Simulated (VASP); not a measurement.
# TiAl3 (I4/mmm) in VASP: further runs

The runs below take TiAl3 through single point, with r2SCAN.

Program: VASP 6.6.1. These are calculated values, not measurements. Logs are shortened: lines on timing, memory, paths and dates and some standing lists are left out, and cuts for length are marked.

**1. The cell of the first run**

It takes space group I4/mmm (No. 139, tetragonal). The conventional cell has a = 3.822 Å, b = 3.822 Å, c = 8.561 Å, α = 90.00°, β = 90.00°, γ = 90.00°. Within 3.6 Å of Ti (site symmetry 4/mmm) lie 12 Al at 2.70 to 2.87 Å. Within 3.6 Å of Al (site symmetry 4/mmm) lie 4 Ti at 2.70 Å and 8 Al at 2.87 Å. Al (site symmetry -4m2) has 8 Al at 2.70 to 2.87 Å and 4 Ti at 2.87 Å within 3.6 Å.

**2. Single point, r2SCAN**

The input, POSCAR:

```
TiAl3
1.0
   -1.9111067713      1.9111067713      4.2806687947
    1.9111067713     -1.9111067713      4.2806687947
    1.9111067713      1.9111067713     -4.2806687947
Ti Al
1 3
Direct
    0.0000000000      0.0000000000      0.0000000000
    0.5000000000      0.5000000000      0.0000000000
    0.7500000000      0.2500000000      0.5000000000
    0.2500000000      0.7500000000      0.5000000000
```

The input, INCAR.step1:

```
PREC = Accurate ; ENCUT = 550
ISMEAR = 0 ; SIGMA = 0.1
LREAL = F ; LASPH = T
NELM = 120 ; NBANDS = 18
GGA = PE ; ALGO = Normal
EDIFF = 1E-5 ; LWAVE = T
LCHARG = F ; GGA_COMPAT = F
```

The input, INCAR.step2:

```
PREC = Accurate ; ENCUT = 550
EDIFF = 1E-6 ; ISMEAR = 0
SIGMA = 0.1 ; LREAL = F
LASPH = T ; NELM = 120
ALGO = Normal ; ISIF = 2
LWAVE = F ; LCHARG = F
METAGGA = R2SCAN ; LMIXTAU = T
NBANDS = 18 ; ISTART = 1
GGA_COMPAT = F
```

The input, KPOINTS:

```
regular mesh
0
Gamma
  16 16 16
```

Potentials or basis: VASP PAW PBE potentials, release 64 (Ti_sv, Al).

Started as:

```sh
> cat potpaw_PBE.64/Ti_sv/POTCAR potpaw_PBE.64/Al/POTCAR > POTCAR
> cp INCAR.step1 INCAR
> mpirun -np 1 vasp_std > vasp.out
> cp INCAR.step2 INCAR
> mpirun -np 1 vasp_std > vasp.out
```

OUTCAR:

```text
PREC = Accurate
   ENCUT = 550
   EDIFF = 1E-6
   ISMEAR = 0
   LREAL = F
   LASPH = T
   NELM = 120
   ISIF = 2
   METAGGA = R2SCAN
   ISTART = 1

 ion  position               nearest neighbor table
   1  0.000  0.000  0.000-   2 2.70   2 2.70   2 2.70   2 2.70   4 2.87   3 2.87   4 2.87   4 2.87
                             3 2.87   3 2.87   4 2.87   3 2.87
   2  0.500  0.500  0.000-   1 2.70   1 2.70   1 2.70   1 2.70   4 2.87   3 2.87   4 2.87   3 2.87
                             4 2.87   4 2.87   3 2.87   3 2.87
   3  0.750  0.250  0.500-   4 2.70   4 2.70   4 2.70   4 2.70   2 2.87   1 2.87   2 2.87   1 2.87
                             2 2.87   2 2.87   1 2.87   1 2.87
   4  0.250  0.750  0.500-   3 2.70   3 2.70   3 2.70   3 2.70   2 2.87   1 2.87   2 2.87   2 2.87
                             1 2.87   1 2.87   2 2.87   1 2.87

  LATTYP: Found a body centered tetragonal cell.
 ALAT       =     3.8222135426
 C/A-ratio  =     2.2398899208

  Lattice vectors:

 A1 = (  -1.9111067713,   1.9111067713,   4.2806687947)
 A2 = (   1.9111067713,  -1.9111067713,   4.2806687947)
 A3 = (   1.9111067713,   1.9111067713,  -4.2806687947)

Analysis of symmetry for initial positions (statically):
=====================================================================
 Subroutine PRICEL returns:
 Original cell was already a primitive cell.

 Routine SETGRP: Setting up the symmetry group for a
 body centered tetragonal supercell.

 Subroutine GETGRP returns: Found 16 space group operations
 (whereof 16 operations were pure point group operations)
 out of a pool of 16 trial point group operations.

The static configuration has the point symmetry D_4h.

Analysis of symmetry for dynamics (positions and initial velocities):
=====================================================================
 Subroutine PRICEL returns:
 Original cell was already a primitive cell.

 Routine SETGRP: Setting up the symmetry group for a
 body centered tetragonal supercell.

 Subroutine GETGRP returns: Found 16 space group operations
 (whereof 16 operations were pure point group operations)
 out of a pool of 16 trial point group operations.

The dynamic configuration has the point symmetry D_4h.

 Subroutine INISYM returns: Found 16 space group operations
 (whereof 16 operations are pure point group operations),
 and found     1 'primitive' translations

----------------------------------------------------------------------------------------

                                     Primitive cell

  volume of cell :      62.5376

  direct lattice vectors                    reciprocal lattice vectors
    -1.911106771  1.911106771  4.280668795     0.000000000  0.261628501  0.116804178
     1.911106771 -1.911106771  4.280668795     0.261628501  0.000000000  0.116804178
     1.911106771  1.911106771 -4.280668795     0.261628501  0.261628501  0.000000000

  length of vectors
     5.062487878  5.062487878  5.062487878     0.286518217  0.286518217  0.369998575

  position of ions in fractional coordinates (direct lattice)
     0.000000000  0.000000000  0.000000000
     0.500000000  0.500000000  0.000000000
     0.750000000  0.250000000  0.500000000
     0.250000000  0.750000000  0.500000000

  ion indices of the primitive-cell ions
   primitive index   ion index
                 1           1
                 2           2
                 3           3
                 4           4

----------------------------------------------------------------------------------------

 KPOINTS: regular mesh

Automatic generation of k-mesh.
 Grid dimensions read from file:
 generate k-points for:   16   16   16

 Generating k-lattice:

  Cartesian coordinates                     Fractional coordinates (reciprocal lattice)
     0.000000000  0.016351781  0.007300261     0.062500000  0.000000000  0.000000000
     0.016351781  0.000000000  0.007300261     0.000000000  0.062500000  0.000000000
     0.016351781  0.016351781  0.000000000     0.000000000  0.000000000  0.062500000

  Length of vectors
     0.017907389  0.017907389  0.023124911

  Shift w.r.t. Gamma in fractional coordinates (k-lattice)
     0.000000000  0.000000000  0.000000000

 Subroutine IBZKPT returns following result:
 ===========================================

 Found    349 irreducible k-points:

 Following reciprocal coordinates:
            Coordinates               Weight
  0.000000  0.000000  0.000000      1.000000
  0.062500  0.000000  0.000000      8.000000
  0.125000  0.000000  0.000000      8.000000
  0.187500  0.000000  0.000000      8.000000
  0.250000  0.000000  0.000000      8.000000
  0.312500  0.000000  0.000000      8.000000
[... 16 lines left out ...]
 -0.125000  0.062500  0.000000     16.000000
 -0.062500  0.062500  0.000000      4.000000
 [... further k-points ...]
   k-points           NKPTS =    349   k-points in BZ     NKDIM =    349   number of bands    NBANDS=     18
   number of dos      NEDOS =    301   number of ions     NIONS =      4
   total plane-waves  NPLWV =  64000
   dimension x,y,z NGX =    40 NGY =   40 NGZ =   40
   dimension x,y,z NGXF=    80 NGYF=   80 NGZF=   80
   ions per type =               1   3
   NGX,Y,Z   is equivalent  to a cutoff of  13.14, 13.14, 13.14 a.u.
   NGXF,Y,Z  is equivalent  to a cutoff of  26.27, 26.27, 26.27 a.u.
 SYSTEM =  unknown system
   PREC   = accura    normal or accurate (medium, high low for compatibility)
   ISTART =      1    job   : 0-new  1-cont  2-samecut
   ICHARG =      0    charge: 1-file 2-atom 10-const
   ISPIN  =      1    spin polarized calculation?
   LNONCOLLINEAR =      F non collinear calculations
   LSORBIT =      F    spin-orbit coupling
   LASPH  =      T    aspherical Exc in radial PAW
   ENCUT  =  550.0 eV  40.42 Ry    6.36 a.u.   9.68  9.68  9.68*2*pi/ulx,y,z
   NELM   =    120;   NELMIN=  2; NELMDL=  0     # of ELM steps
   EDIFF  = 0.1E-05   stopping-criterion for ELM
   LREAL  =      F    real-space projection
   EDIFFG = 0.1E-04   stopping-criterion for IOM
   NSW    =      0    number of steps for IOM
   IBRION =     -1    ionic relax: 0-MD 1-quasi-New 2-CG
   NFREE  =      0    steps in history (QN), initial steepest desc. (CG)
   ISIF   =      2    stress and relaxation
   ISYM   =      2    0-nonsym 1-usesym 2-fastsym
   POTIM  = 0.5000    time-step for ionic-motion
   TEBEG  =    0.0;   TEEND  =   0.0 temperature during run
   PSTRESS=    0.0 pullay stress
   NELECT =      21.0000    total number of electrons
   NUPDOWN=      -1.0000    fix difference up-down
   EMIN   =  10.00;   EMAX   =-10.00  energy-range for DOS
   EFERMI =   0.00;   METHOD = LEGACY
   ISMEAR =     0;   SIGMA  =   0.10  broadening in eV -4-tet -1-fermi 0-gaus
   EFERMI_NEDOS =   21; number of points for ismear=-14 and -15
   IALGO  =     38    algorithm
   IMIX   =      4    mixing-type and parameters
     AMIX     =   0.40;   BMIX     =  1.00
     AMIX_MAG =   1.60;   BMIX_MAG =  1.00
  volume/ion in A,a.u.               =      15.63       105.51
  Fermi-wavevector in a.u.,A,eV,Ry     =   1.137891  2.150303 17.616776  1.294796
  Thomas-Fermi vector in A             =   2.274596
   LORBIT       =      0    0 simple, 1 ext, 2 COOP (PROOUT), +10 PAW based schemes
   METAGGA = R2SCAN    functional components
   LHFCALC =     F    Hartree Fock is set to
   AEXX    =    0.0000 exact exchange contribution
   IVDW    =     0    specifies the selected vdW correction
   LEPSILON=     F    determine dielectric tensor
   LRPA    =     F    only Hartree local field effects (RPA)
 non-spin polarized calculation
 Gauss-broadening in eV      SIGMA  =   0.10
  energy-cutoff  :      550.00
  volume of cell :       62.54
 maximum number of plane-waves:      1865
   NGX = 19   NGY = 19   NGZ = 19

 number of electron      20.9999999 magnetization

 Free energy of the ion-electron system (eV)
  ---------------------------------------------------
  ext. energy  EPLUGINS =         0.00000000
  ---------------------------------------------------
  free energy    TOTEN  =       -34.91055013 eV

  energy without entropy =      -34.90235035  energy(sigma->0) =      -34.90645024

 E-fermi :   8.3709     XC(G=0): -11.5575

 val. band max:        8.3630169935   @ k =  -0.3750   0.5000   0.2500
 cond. band min:       8.3710698980   @ k =  -0.1875   0.2500   0.1875
 fundamental gap:      0.0080529045
 Fermi energy:         8.3709005744

 k-point     1 :       0.0000    0.0000    0.0000
  band No.  band energies     occupation
      1     -50.4414      2.00000
      2     -25.7138      2.00000
      3     -25.7138      2.00000
      4     -25.6422      2.00000
      5      -2.3835      2.00000
      6       5.3930      2.00000
[... 10 lines left out ...]
     17      12.4421      0.00000
     18      12.4599      0.00000

 k-point     2 :       0.0625    0.0000    0.0000
  band No.  band energies     occupation
      1     -50.4414      2.00000
      2     -25.7150      2.00000
      3     -25.7137      2.00000
      4     -25.6421      2.00000
      5      -2.3318      2.00000
      6       5.0360      2.00000
[... 10 lines left out ...]
     17      12.4697      0.00000
     18      12.7470      0.00000

 k-point     3 :       0.1250    0.0000    0.0000
  band No.  band energies     occupation
      1     -50.4412      2.00000
      2     -25.7183      2.00000
      3     -25.7135      2.00000
      4     -25.6420      2.00000
      5      -2.1772      2.00000
      6       4.6678      2.00000
[... 10 lines left out ...]
     17      12.5245      0.00000
     18      13.4700      0.00000

 k-point     4 :       0.1875    0.0000    0.0000
  band No.  band energies     occupation
      1     -50.4410      2.00000
      2     -25.7232      2.00000
      3     -25.7132      2.00000
      4     -25.6418      2.00000
      5      -1.9215      2.00000
      6       4.2865      2.00000
[... 375 lines left out ...]
      4     -25.6415      2.00000
      5      -1.9206      2.00000
      6       4.6105      2.00000
[... 10 lines left out ...]
     17      12.8945      0.00000
     18      14.3091      0.00000

 k-point    23 :      -0.1250    0.0625    0.0000
  band No.  band energies     occupation
      1     -50.4411      2.00000
      2     -25.7182      2.00000
      3     -25.7146      2.00000
      4     -25.6418      2.00000
      5      -2.1595      2.00000
      6       5.0528      2.00000
[... 10 lines left out ...]
     17      12.7269      0.00000
     18      13.4955      0.00000

 k-point    24 :      -0.0625    0.0625    0.0000
  band No.  band energies     occupation
      1     -50.4413      2.00000
      2     -25.7150      2.00000
      3     -25.7148      2.00000
      4     -25.6420      2.00000
      5      -2.2971      2.00000
      6       5.4258      2.00000
[... 10 lines left out ...]
     17      12.6113      0.00000
     18      12.8214      0.00000

 [... further k-points ...]

------------------------ aborting loop because EDIFF is reached ----------------------------------------

  FORCE on cell =-STRESS in cart. coord.  units (eV):
  Direction    XX          YY          ZZ          XY          YZ          ZX
  --------------------------------------------------------------------------------------
  -------------------------------------------------------------------------------------
  Total        0.0142204      0.0142204      0.0050985      0.0000000     -0.0000000      0.0000000
  in kB        0.3643179      0.3643179      0.1306201      0.0000000     -0.0000000      0.0000000
  external PRESSURE =       0.2864186 kB  Pullay stress =       0.0000000 kB

 VOLUME and BASIS-vectors are now :
 -----------------------------------------------------------------------------
  energy-cutoff  :      550.00
  volume of cell :       62.54
      direct lattice vectors                 reciprocal lattice vectors
    -1.911106771  1.911106771  4.280668795     0.000000000  0.261628501  0.116804178
     1.911106771 -1.911106771  4.280668795     0.261628501  0.000000000  0.116804178
     1.911106771  1.911106771 -4.280668795     0.261628501  0.261628501  0.000000000

 POSITION                                       TOTAL-FORCE (eV/Angst)
 -----------------------------------------------------------------------------------
      0.00000      0.00000      0.00000        -0.000000      0.000000      0.000000
      0.00000      0.00000      4.28067        -0.000000      0.000000      0.000000
      0.00000      1.91111      2.14033         0.000000     -0.000000      0.000000
      1.91111      0.00000      2.14033        -0.000000      0.000000     -0.000000
 -----------------------------------------------------------------------------------
    total drift:                               -0.000000     -0.000000     -0.000000

  FREE ENERGIE OF THE ION-ELECTRON SYSTEM (eV)
  ---------------------------------------------------
  free  energy   TOTEN  =       -34.9105501291 eV

  energy  without entropy=      -34.9023503458  energy(sigma->0) =      -34.90645024
```

It took 14 min on 1 thread of Intel Xeon 6975P-C (Granite Rapids), shared host; peak memory 0.56 GiB.

What came out:

| Quantity | Value |
| --- | --- |
| Free energy | -34.9106 eV |
| Pressure | 0.0 GPa |
| Band gap on the k mesh | zero (an odd number of electrons rules out a gap without spin polarisation) |

Caveat: the PAW data sets were made with another functional, which shifts forces and pressure a little.

[end of part 1 of 2]
